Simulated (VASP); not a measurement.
# SrSn2As2 (R-3m) in VASP: single point with LDA

Aim: the single point of SrSn2As2 with LDA.

Program: VASP 6.6.1. These are calculated values, not measurements. Logs are shortened: lines on timing, memory, paths and dates and some standing lists are left out, and cuts for length are marked.

## 1. The cell of the first run

It takes space group R-3m (No. 166, trigonal). The conventional cell has a = 4.156 Å, b = 4.156 Å, c = 26.422 Å, α = 90.00°, β = 90.00°, γ = 120.00°. Sr (site symmetry -3m) has 6 As at 3.08 Å and 6 Sn at 4.07 Å and 6 Sr at 4.16 Å within 4.2 Å. Within 3.6 Å of Sn (site symmetry 3m) lie 3 As at 2.76 Å and 3 Sn at 3.27 Å. Within 3.6 Å of As (site symmetry 3m) lie 3 Sn at 2.76 Å and 3 Sr at 3.08 Å.

## 2. Single point, LDA

File INCAR:

```
SYSTEM = SrSn2As2
ALGO = Normal
EDIFF = 1E-7
ENCUT = 520
GGA = CA
ISIF = 2
ISMEAR = 0
LASPH = .True.
LCHARG = .False.
LREAL = .False.
LWAVE = .False.
NBANDS = 32
NELM = 60
PREC = Accurate
SIGMA = 0.05
```

File KPOINTS:

```
k-points
0
Gamma
  7 7 7
  0 0 0
```

File POSCAR:

```
SrSn2As2
1.0
    2.0780998851      1.1997913633      8.8073736447
   -2.0780998851      1.1997913633      8.8073736447
    0.0000000000     -2.3995832209      8.8073735774
Sr Sn As
1 2 2
Direct
    0.0000000000      0.0000000000      0.0000000000
    0.2088246261      0.2088246261      0.2088246261
    0.7911753739      0.7911753739      0.7911753739
    0.4064261801      0.4064261801      0.4064261801
    0.5935738199      0.5935738199      0.5935738199
```

Potentials or basis: VASP PAW LDA potentials, release 64 (Sr_sv, Sn_d, As).

Command:

```bash
$ cat potpaw_LDA.64/Sr_sv/POTCAR potpaw_LDA.64/Sn_d/POTCAR potpaw_LDA.64/As/POTCAR > POTCAR
$ mpirun -np 1 vasp_std > vasp.out
```

OUTCAR:

```text
SYSTEM = SrSn2As2
   EDIFF = 1E-7
   ENCUT = 520
   GGA = CA
   ISIF = 2
   ISMEAR = 0
   LASPH = .True.
   LREAL = .False.
   NELM = 60
   PREC = Accurate

 ion  position               nearest neighbor table
   1  0.000  0.000  0.000-   5 3.08   4 3.08   5 3.08   5 3.08   4 3.08   4 3.08   2 4.07   3 4.07
                             2 4.07   3 4.07   2 4.07   3 4.07
   2  0.209  0.209  0.209-   5 2.76   5 2.76   5 2.76   3 3.27   3 3.27   3 3.27   1 4.07   1 4.07
                             1 4.07
   3  0.791  0.791  0.791-   4 2.76   4 2.76   4 2.76   2 3.27   2 3.27   2 3.27   1 4.07   1 4.07
                             1 4.07
   4  0.406  0.406  0.406-   3 2.76   3 2.76   3 2.76   1 3.08   1 3.08   1 3.08
   5  0.594  0.594  0.594-   2 2.76   2 2.76   2 2.76   1 3.08   1 3.08   1 3.08

  LATTYP: Found a trigonal (rhomboedric) cell.
 ALAT       =     9.1284078001
 COS(alpha) =     0.8963491744

  Lattice vectors:

 A1 = (   2.0780998851,   1.1997913633,   8.8073736447)
 A2 = (  -2.0780998851,   1.1997913633,   8.8073736447)
 A3 = (   0.0000000000,  -2.3995832209,   8.8073735774)

Analysis of symmetry for initial positions (statically):
=====================================================================
 Subroutine PRICEL returns:
 Original cell was already a primitive cell.

 Routine SETGRP: Setting up the symmetry group for a
 trigonal (rhombohedral) supercell.

 Subroutine GETGRP returns: Found 12 space group operations
 (whereof 12 operations were pure point group operations)
 out of a pool of 12 trial point group operations.

The static configuration has the point symmetry D_3d.

Analysis of symmetry for dynamics (positions and initial velocities):
=====================================================================
 Subroutine PRICEL returns:
 Original cell was already a primitive cell.

 Routine SETGRP: Setting up the symmetry group for a
 trigonal (rhombohedral) supercell.

 Subroutine GETGRP returns: Found 12 space group operations
 (whereof 12 operations were pure point group operations)
 out of a pool of 12 trial point group operations.

The dynamic configuration has the point symmetry D_3d.

 Subroutine INISYM returns: Found 12 space group operations
 (whereof 12 operations are pure point group operations),
 and found     1 'primitive' translations

----------------------------------------------------------------------------------------

                                     Primitive cell

  volume of cell :     131.7558

  direct lattice vectors                    reciprocal lattice vectors
     2.078099885  1.199791363  8.807373645     0.240604412  0.138913021  0.037847078
    -2.078099885  1.199791363  8.807373645    -0.240604412  0.138913021  0.037847078
     0.000000000 -2.399583221  8.807373577     0.000000000 -0.277826044  0.037847070

  length of vectors
     9.128407800  9.128407800  9.128407800     0.280392068  0.280392068  0.280392068

  position of ions in fractional coordinates (direct lattice)
     0.000000000  0.000000000  0.000000000
     0.208824626  0.208824626  0.208824626
     0.791175374  0.791175374  0.791175374
     0.406426180  0.406426180  0.406426180
     0.593573820  0.593573820  0.593573820

  ion indices of the primitive-cell ions
   primitive index   ion index
                 1           1
                 2           2
                 3           3
                 4           4
                 5           5

----------------------------------------------------------------------------------------

 KPOINTS: k-points

Automatic generation of k-mesh.
 Grid dimensions read from file:
 generate k-points for:    7    7    7

 Generating k-lattice:

  Cartesian coordinates                     Fractional coordinates (reciprocal lattice)
     0.034372059  0.019844717  0.005406725     0.142857143 -0.000000000  0.000000000
    -0.034372059  0.019844717  0.005406725    -0.000000000  0.142857143  0.000000000
     0.000000000 -0.039689435  0.005406724     0.000000000  0.000000000  0.142857143

  Length of vectors
     0.040056010  0.040056010  0.040056010

  Shift w.r.t. Gamma in fractional coordinates (k-lattice)
     0.000000000  0.000000000  0.000000000

 Subroutine IBZKPT returns following result:
 ===========================================

 Found     44 irreducible k-points:

 Following reciprocal coordinates:
            Coordinates               Weight
  0.000000  0.000000  0.000000      1.000000
  0.142857 -0.000000 -0.000000      6.000000
  0.285714  0.000000  0.000000      6.000000
  0.428571  0.000000  0.000000      6.000000
  0.142857  0.142857 -0.000000      6.000000
  0.285714  0.142857  0.000000     12.000000
[... 16 lines left out ...]
  0.285714  0.285714  0.142857      6.000000
  0.428571  0.285714  0.142857     12.000000
 [... further k-points ...]
   k-points           NKPTS =     44   k-points in BZ     NKDIM =     44   number of bands    NBANDS=     32
   number of dos      NEDOS =    301   number of ions     NIONS =      5
   total plane-waves  NPLWV = 343000
   dimension x,y,z NGX =    70 NGY =   70 NGZ =   70
   dimension x,y,z NGXF=   140 NGYF=  140 NGZF=  140
   ions per type =               1   2   2
   NGX,Y,Z   is equivalent  to a cutoff of  12.75, 12.75, 12.75 a.u.
   NGXF,Y,Z  is equivalent  to a cutoff of  25.50, 25.50, 25.50 a.u.
 SYSTEM =  SrSn2As2
   PREC   = accura    normal or accurate (medium, high low for compatibility)
   ISTART =      0    job   : 0-new  1-cont  2-samecut
   ICHARG =      2    charge: 1-file 2-atom 10-const
   ISPIN  =      1    spin polarized calculation?
   LNONCOLLINEAR =      F non collinear calculations
   LSORBIT =      F    spin-orbit coupling
   LASPH  =      T    aspherical Exc in radial PAW
   ENCUT  =  520.0 eV  38.22 Ry    6.18 a.u.  16.97 16.97 16.97*2*pi/ulx,y,z
   NELM   =     60;   NELMIN=  2; NELMDL= -5     # of ELM steps
   EDIFF  = 0.1E-06   stopping-criterion for ELM
   LREAL  =      F    real-space projection
   EDIFFG = 0.1E-05   stopping-criterion for IOM
   NSW    =      0    number of steps for IOM
   IBRION =     -1    ionic relax: 0-MD 1-quasi-New 2-CG
   NFREE  =      0    steps in history (QN), initial steepest desc. (CG)
   ISIF   =      2    stress and relaxation
   ISYM   =      2    0-nonsym 1-usesym 2-fastsym
   POTIM  = 0.5000    time-step for ionic-motion
   TEBEG  =    0.0;   TEEND  =   0.0 temperature during run
   PSTRESS=    0.0 pullay stress
   NELECT =      48.0000    total number of electrons
   NUPDOWN=      -1.0000    fix difference up-down
   EMIN   =  10.00;   EMAX   =-10.00  energy-range for DOS
   EFERMI =   0.00;   METHOD = LEGACY
   ISMEAR =     0;   SIGMA  =   0.05  broadening in eV -4-tet -1-fermi 0-gaus
   EFERMI_NEDOS =   21; number of points for ismear=-14 and -15
   IALGO  =     38    algorithm
   IMIX   =      4    mixing-type and parameters
     AMIX     =   0.40;   BMIX     =  1.00
     AMIX_MAG =   1.60;   BMIX_MAG =  1.00
  volume/ion in A,a.u.               =      26.35       177.83
  Fermi-wavevector in a.u.,A,eV,Ry     =   1.169226  2.209518 18.600394  1.367090
  Thomas-Fermi vector in A             =   2.305702
   LORBIT       =      0    0 simple, 1 ext, 2 COOP (PROOUT), +10 PAW based schemes
   GGA     = CA    functional components
   LHFCALC =     F    Hartree Fock is set to
   AEXX    =    0.0000 exact exchange contribution
   IVDW    =     0    specifies the selected vdW correction
   LEPSILON=     F    determine dielectric tensor
   LRPA    =     F    only Hartree local field effects (RPA)
 non-spin polarized calculation
 Gauss-broadening in eV      SIGMA  =   0.05
  energy-cutoff  :      520.00
  volume of cell :      131.76
 maximum number of plane-waves:      3573
 NGX is ok and might be reduce to    70
   NGX = 33   NGY = 33   NGZ = 33

 number of electron      47.9999999 magnetization

 Free energy of the ion-electron system (eV)
  ---------------------------------------------------
  ext. energy  EPLUGINS =         0.00000000
  ---------------------------------------------------
  free energy    TOTEN  =       -24.53709879 eV

  energy without entropy =      -24.53672200  energy(sigma->0) =      -24.53691040

 E-fermi :   5.9884     XC(G=0):  -9.9901

 val. band max:        5.9312441390   @ k =   0.1429   0.1429   0.1429
 cond. band min:       6.0014956338   @ k =   0.0000   0.0000   0.0000
 fundamental gap:      0.0702514949
 Fermi energy:         5.9883860494

 k-point     1 :       0.0000    0.0000    0.0000
  band No.  band energies     occupation
      1     -29.6072      2.00000
      2     -15.9163      2.00000
      3     -15.9163      2.00000
      4     -15.8625      2.00000
      5     -15.8625      2.00000
      6     -15.8486      2.00000
[... 24 lines left out ...]
     31       8.9313      0.00000
     32       8.9619      0.00000

 k-point     2 :       0.1429   -0.0000   -0.0000
  band No.  band energies     occupation
      1     -29.6039      2.00000
      2     -15.9150      2.00000
      3     -15.9144      2.00000
      4     -15.8637      2.00000
      5     -15.8566      2.00000
      6     -15.8428      2.00000
[... 24 lines left out ...]
     31       8.7333      0.00000
     32       9.1641      0.00000

 k-point     3 :       0.2857    0.0000    0.0000
  band No.  band energies     occupation
      1     -29.5967      2.00000
      2     -15.9105      2.00000
      3     -15.9101      2.00000
      4     -15.8668      2.00000
      5     -15.8423      2.00000
      6     -15.8298      2.00000
[... 24 lines left out ...]
     31       9.9678      0.00000
     32      10.0681      0.00000

 k-point     4 :       0.4286    0.0000    0.0000
  band No.  band energies     occupation
      1     -29.5909      2.00000
      2     -15.9081      2.00000
      3     -15.9025      2.00000
      4     -15.8662      2.00000
      5     -15.8515      2.00000
      6     -15.8273      2.00000
[... 654 lines left out ...]
     31      10.0482      0.00000
     32      10.1285      0.00000

 k-point    23 :       0.2857    0.2857    0.1429
  band No.  band energies     occupation
      1     -29.6040      2.00000
      2     -15.9150      2.00000
      3     -15.9144      2.00000
      4     -15.8637      2.00000
      5     -15.8566      2.00000
      6     -15.8427      2.00000
[... 24 lines left out ...]
     31       9.0427      0.00000
     32       9.5019      0.00000

 k-point    24 :       0.4286    0.2857    0.1429
  band No.  band energies     occupation
      1     -29.5987      2.00000
      2     -15.9138      2.00000
      3     -15.9096      2.00000
      4     -15.8636      2.00000
      5     -15.8504      2.00000
      6     -15.8304      2.00000
[... 24 lines left out ...]
     31       9.4433      0.00000
     32      10.2206      0.00000

 [... further k-points ...]

------------------------ aborting loop because EDIFF is reached ----------------------------------------

  FORCE on cell =-STRESS in cart. coord.  units (eV):
  Direction    XX          YY          ZZ          XY          YZ          ZX
  --------------------------------------------------------------------------------------
  -------------------------------------------------------------------------------------
  Total        0.3921394      0.3921394     -0.2925674      0.0000000      0.0000000      0.0000000
  in kB        4.7684936      4.7684936     -3.5576775      0.0000000      0.0000002      0.0000000
  external PRESSURE =       1.9931032 kB  Pullay stress =       0.0000000 kB

 VOLUME and BASIS-vectors are now :
 -----------------------------------------------------------------------------
  energy-cutoff  :      520.00
  volume of cell :      131.76
      direct lattice vectors                 reciprocal lattice vectors
     2.078099885  1.199791363  8.807373645     0.240604412  0.138913021  0.037847078
    -2.078099885  1.199791363  8.807373645    -0.240604412  0.138913021  0.037847078
     0.000000000 -2.399583221  8.807373577     0.000000000 -0.277826044  0.037847070

 POSITION                                       TOTAL-FORCE (eV/Angst)
 -----------------------------------------------------------------------------------
      0.00000      0.00000      0.00000         0.000000     -0.000000      0.000000
      0.00000     -0.00000      5.51759         0.000000      0.000000     -0.029635
      0.00000     -0.00000     20.90453         0.000000     -0.000000      0.029635
      0.00000     -0.00000     10.73864         0.000000      0.000000     -0.000157
      0.00000     -0.00000     15.68348         0.000000     -0.000000      0.000157
 -----------------------------------------------------------------------------------
    total drift:                               -0.000000     -0.000000      0.000000

  FREE ENERGIE OF THE ION-ELECTRON SYSTEM (eV)
  ---------------------------------------------------
  free  energy   TOTEN  =       -24.5370987939 eV

  energy  without entropy=      -24.5367219997  energy(sigma->0) =      -24.53691040
```

It took 7.4 min on 1 thread of Intel Xeon 6975P-C (Granite Rapids), shared host; peak memory 0.62 GiB.

What came out:

```
Free energy   : -24.5371 eV
Pressure      : 0.2 GPa
Largest force : 0.030 eV/Å
```

Forces in eV/Å, atoms in the order of the input:
```
Sr   0.000  0.000  0.000
Sn   0.000  0.000 -0.030
Sn   0.000  0.000  0.030
As   0.000  0.000  0.000
As   0.000  0.000  0.000
```

Caveat: spin-orbit coupling is left out, which moves the levels of the heavy elements.
